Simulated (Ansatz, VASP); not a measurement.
ZnH2: VASP beside Ansatz

```xyz
3
Lattice="2.8379 0.0000 0.0000 0.0000 2.8379 0.0000 0.0000 0.0000 5.1688" Properties=species:S:1:pos:R:3 pbc="T T T"
Zn    0.0000    0.0000    2.5844
H     0.0000    1.4190    3.5249
H     1.4190    0.0000    1.6438
```

Change from the starting cell: the structure that the rattled cell fell into.

Alike in both runs: task relaxation of cell and atoms; functional PBE; k mesh 8 × 8 × 6; occupations gaussian, width 0.02 eV; no spin polarisation.

```csv
,VASP,Ansatz
version,VASP 6.6.1,Ansatz 0.2.0
potentials or method,"VASP PAW PBE potentials, release 64 (Zn, H), cutoff 600 eV","scalar-relativistic, plane waves, PAW"
valence electrons in the cell,14,14
```

|  | VASP | Ansatz | Ansatz less VASP |
| --- | --- | --- | --- |
| gap on the k mesh at the Fermi level, each at its own relaxed structure (eV) | 3.19 | 3.18 | -0.007 |
| relaxed volume (Å³/atom) | 13.91 | 13.88 | -0.029 |
| relaxed cell length with the largest relative difference (Å) | 2.840 | 2.838 | -0.0021 |
